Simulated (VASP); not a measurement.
The system is CeO2 (fluorite type).

```xyz
3
Lattice="0.0000 2.7300 2.7300 2.7300 0.0000 2.7300 2.7300 2.7300 0.0000" Properties=species:S:1:pos:R:3 pbc="T T T"
Ce    0.0000    0.0000    0.0000
O     1.3650    1.3650    1.3650
O     4.0950    4.0950    4.0950
```

Base run:

| Quantity | Value |
| --- | --- |
| Program | VASP 6.6.1 |
| Functional | PBE |
| Potentials or basis | VASP PAW PBE potentials, release 64 (Ce, O) |
| Cutoff | 520 eV |
| k mesh | 6 × 6 × 6 |
| Occupations | fermi-dirac, width 0.02 eV |
| Spin | no spin polarisation |

Its results: band gap on the k mesh 1.98 eV (least direct gap 2.05 eV); pressure 0.4 GPa.

After a change of settings the same cell gave: band gap on the k mesh 1.87 eV (least direct gap 1.97 eV); pressure 0.3 GPa. Which change was it?
A. functional from PBE to r2SCAN
B. k mesh from 6 × 6 × 6 to 8 × 8 × 8; occupations from fermi-dirac, width 0.02 eV to fermi-dirac, width 0.1 eV
C. functional from PBE to r2SCAN; further incar settings from ALGO = Normal; EDIFF = 1e-07; NBANDS = 19 to ALGO = Normal; EDIFF = 1e-06; NBANDS = 19

B.

Caveats: spin-orbit coupling is left out, which moves the levels of the heavy elements; semilocal functionals describe open f shells poorly, which spoils levels, moments and volumes.
